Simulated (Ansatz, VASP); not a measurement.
# Two plane-wave programs on Sn

File INCAR:

```
SYSTEM = Sn
  PREC = Accurate
  ENCUT = 520
  EDIFF = 1E-6
  ISMEAR = 0
  SIGMA = 0.6
  LREAL = .FALSE.
  LASPH = .TRUE.
  NELM = 60
  ALGO = Normal
  ISIF = 2
  LWAVE = .FALSE.
  LCHARG = .TRUE.
  LELF = .TRUE.
  LVHAR = .TRUE.
  NBANDS = 21
```

File KPOINTS:

```
Automatic mesh
0
G
  9 9 9
  0 0 0
```

The input POSCAR:

```
Sn
1.0
    0.0000000000      3.2380799619      3.2380799619
    3.2380799619      0.0000000000      3.2380799619
    3.2380799619      3.2380799619      0.0000000000
Sn
2
Direct
    0.5000000000      0.5000000000      0.5000000000
    0.7500000000      0.7500000000      0.7500000000
```

Input for Ansatz:

```yaml
crystal:
  lattice:
    - [0.0, 3.2380799619, 3.2380799619]
    - [3.2380799619, 0.0, 3.2380799619]
    - [3.2380799619, 3.2380799619, 0.0]
  atoms:
    - { symbol: Sn, position: [0.5, 0.5, 0.5] }
    - { symbol: Sn, position: [0.75, 0.75, 0.75] }
hamiltonian:
  xc: lda
  pseudopotentials:
    kind: paw
    azcp:
      Sn: "pseudopotentials/Sn.paw.azcp"
basis:
  ecutwfc: 420
  fft_grid_basis: typed
kpoints:
  mp_grid: { grid: [9, 9, 9], shift: [0, 0, 0] }
magnetization:
  spin_polarized: false
scf:
  occupations: { method: gaussian, width: 0.6 }
  lower_state_search: "off"
output:
  stress: true
```

Alike in both runs: task single point; functional LDA; k mesh 9 × 9 × 9; occupations gaussian, width 0.6 eV; no spin polarisation.

|  | VASP | Ansatz |
| --- | --- | --- |
| version | VASP 6.6.1 | Ansatz 0.2.0 |
| potentials or method | VASP PAW LDA potentials, release 64 (Sn_d), cutoff 520 eV | plane waves (420 eV) with PAW, scalar-relativistic |
| valence electrons in the cell | 28 | 28 |

```csv
,VASP,Ansatz,Ansatz less VASP
pressure (GPa),0.1,0.1,-0.01
```

Ansatz warns that its potentials were made for another functional, while VASP's fit it. LDA's correlation is that of Perdew and Zunger in VASP and of Perdew and Wang (1992) in Ansatz.
